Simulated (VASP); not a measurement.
Write the native input for VASP 6.6.1 that does the following.

- Task: density of states
- Functional: PBE
- Potentials or basis: VASP PAW PBE potentials, release 64 (Yb)
- Cutoff: 520 eV
- k mesh: 14 × 14 × 14
- Occupations: fermi-dirac, width 0.08 eV
- Spin: no spin polarisation
- Dipole correction: no
- k mesh for the DOS: 21 × 21 × 21
- Occupations for the DOS: tetrahedron
- Further INCAR settings: ALGO = Normal; EDIFF = 1e-06; NBANDS = 18

The system is Yb.

```xyz
1
Lattice="0.0000 2.2027 2.2027 2.2027 0.0000 2.2027 2.2027 2.2027 0.0000" Properties=species:S:1:pos:R:3 pbc="T T T"
Yb    0.0000    0.0000    0.0000
```

This cell differs from its parent crystal: volume scaled by 0.6.

These files were run (other wordings do the same):

POSCAR

```
Yb
1.0
    0.0000000000      2.2026964183      2.2026964183
    2.2026964183      0.0000000000      2.2026964183
    2.2026964183      2.2026964183      0.0000000000
Yb
1
Direct
    0.0000000000      0.0000000000      0.0000000000
```

INCAR.step1

```
SYSTEM = Yb
PREC = Accurate
ENCUT = 520
EDIFF = 1E-6
ISMEAR = -1
SIGMA = 0.08
LREAL = .False.
LASPH = .True.
NELM = 100
ALGO = Normal
ISIF = 2
LWAVE = .False.
LCHARG = .True.
LMAXMIX = 6
GGA = PE
NBANDS = 18
```

KPOINTS.step1

```
regular mesh
0
Gamma
  14 14 14
  0 0 0
```

INCAR.step2

```
SYSTEM = Yb
PREC = Accurate
ENCUT = 520
EDIFF = 1E-6
ISMEAR = -5
SIGMA = 0.08
LREAL = .False.
LASPH = .True.
NELM = 100
ALGO = Normal
ISIF = 2
LWAVE = .False.
LCHARG = .False.
LMAXMIX = 6
GGA = PE
LORBIT = 10
NBANDS = 18
NEDOS = 2001
ICHARG = 11
```

KPOINTS.step2

```
regular mesh
0
Gamma
  21 21 21
  0 0 0
```

Potentials or basis: VASP PAW PBE potentials, release 64 (Yb).

Command:

```console
$ cat potpaw_PBE.64/Yb/POTCAR > POTCAR
$ cp INCAR.step1 INCAR
$ cp KPOINTS.step1 KPOINTS
$ mpirun -np 1 vasp_std > vasp.out
$ cp INCAR.step2 INCAR
$ cp KPOINTS.step2 KPOINTS
$ mpirun -np 1 vasp_std > vasp.out
```

It gave:

```
Valence electrons inside the program's atomic spheres : Yb 22.50
```

Caveat: spin-orbit coupling is left out, which moves the levels of the heavy elements.

Run time: 96 s on 1 thread of AMD EPYC 9R45 96-Core Processor (Zen 5) (shared host), peak memory 0.21 GiB.
